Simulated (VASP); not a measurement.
MnO, 2 atoms in the cell. It takes space group Cm (No. 8, monoclinic). The conventional cell has a = 6.021 Å, b = 3.479 Å, c = 3.486 Å, α = 90.00°, β = 125.23°, γ = 90.00°. Within 2.8 Å of Mn (site symmetry m) lie 4 O at 2.13 Å. Within 2.8 Å of O (site symmetry m) lie 4 Mn at 2.13 Å. 

| Item | Value |
| --- | --- |
| Program | VASP 6.6.1 |
| Task | single point |
| Functional | r2SCAN |
| Potentials or basis | VASP PAW PBE potentials, release 64 (Mn_pv, O) |
| Cutoff | 520 eV |
| k mesh | 9 × 9 × 9 |
| Occupations | fermi-dirac, width 0.05 eV |
| Spin | collinear spin, ferromagnetic start |
| Starting moments | [4.0, 0.0] μB |
| Dipole correction | no |
| Further INCAR settings | ALGO = Normal; EDIFF = 1e-06; NBANDS = 20 |

Potentials or basis: VASP PAW PBE potentials, release 64 (Mn_pv, O).

Launch:

```sh
$ cat potpaw_PBE.64/Mn_pv/POTCAR potpaw_PBE.64/O/POTCAR > POTCAR
$ cp INCAR.step1 INCAR
$ mpirun -np 1 vasp_std > vasp.out
$ cp INCAR.step2 INCAR
$ mpirun -np 1 vasp_std > vasp.out
```

Hardware: 1 thread of Intel(R) Xeon(R) 6975P-C (Granite Rapids), with other jobs on the host.

How long does it take, and how much memory?

Wall time 11 min on 1 thread of Intel(R) Xeon(R) 6975P-C (Granite Rapids) (shared host), peak memory 0.32 GiB. Counts: k points 205.
